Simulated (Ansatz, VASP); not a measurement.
**AlN: VASP beside Ansatz**

File INCAR:

```
  PREC = Accurate
  ENCUT = 520
  EDIFF = 1E-7
  ISMEAR = 0
  SIGMA = 0.05
  LREAL = False
  LASPH = True
  NELM = 100
  ALGO = Normal
  ISIF = 2
  LWAVE = False
  LCHARG = False
  GGA = PE
  NBANDS = 26
```

File KPOINTS:

```
regular mesh
0
Gamma
  6 6 6
```

The input POSCAR:

```
AlN
1.0
    4.3679871192      0.0000000000      0.0000000000
    0.0000000000     -4.3679871192      0.0000000000
    0.0000000000      0.0000000000     -4.3679871192
Al N
4 4
Direct
    0.0323767796      0.4676232204      0.5000000000
    0.5000000000      0.0000000000      0.5000000000
    0.5000000000      0.5000000000      0.0000000000
    0.0000000000      0.0000000000      0.0000000000
    0.7500000000      0.7500000000      0.7500000000
    0.2500000000      0.2500000000      0.7500000000
    0.2500000000      0.7500000000      0.2500000000
    0.7500000000      0.2500000000      0.2500000000
```

Input for Ansatz:

```yaml
crystal:
  lattice:
    - [4.3679871192, 0.0, 0.0]
    - [0.0, -4.3679871192, 0.0]
    - [0.0, 0.0, -4.3679871192]
  atoms:
    - { symbol: Al, position: [0.0323767796, 0.4676232204, 0.5] }
    - { symbol: Al, position: [0.5, 0.0, 0.5] }
    - { symbol: Al, position: [0.5, 0.5, 0.0] }
    - { symbol: Al, position: [0.0, 0.0, 0.0] }
    - { symbol: "N", position: [0.75, 0.75, 0.75] }
    - { symbol: "N", position: [0.25, 0.25, 0.75] }
    - { symbol: "N", position: [0.25, 0.75, 0.25] }
    - { symbol: "N", position: [0.75, 0.25, 0.25] }
basis:
  ecutwfc: 420
kpoints:
  mp_grid: { grid: [6, 6, 6] }
hamiltonian:
  xc: pbe
scf:
  occupations: { method: gaussian, width: 0.05 }
output:
  forces: true
  stress: true
  eigenvalues: true
```

Alike in both runs: task single point; functional PBE; k mesh 6 × 6 × 6; occupations gaussian, width 0.05 eV; no spin polarisation.

|  | VASP | Ansatz |
| --- | --- | --- |
| version | VASP 6.6.1 | Ansatz 0.2.0 |
| potentials or method | VASP PAW PBE potentials, release 64 (Al, N), cutoff 520 eV | scalar-relativistic, plane waves, PAW |
| valence electrons in the cell | 32 | 32 |

```csv
,VASP,Ansatz,Ansatz less VASP
gap on the k mesh at the Fermi level (eV),2.51,2.52,+0.008
least direct gap on the mesh (eV),2.51,2.52,+0.008
pressure (GPa),6.1,6.3,+0.24
"traceless stress, the component that is largest in VASP (GPa)",-2.85,-2.83,+0.022
rms of the force components (eV/Å),1.110,1.107,-0.0038
```

Atom by atom the forces differ by 0.006 eV/Å (rms over components). The functional is the same, so the differences come from potentials, cutoffs and numerics.
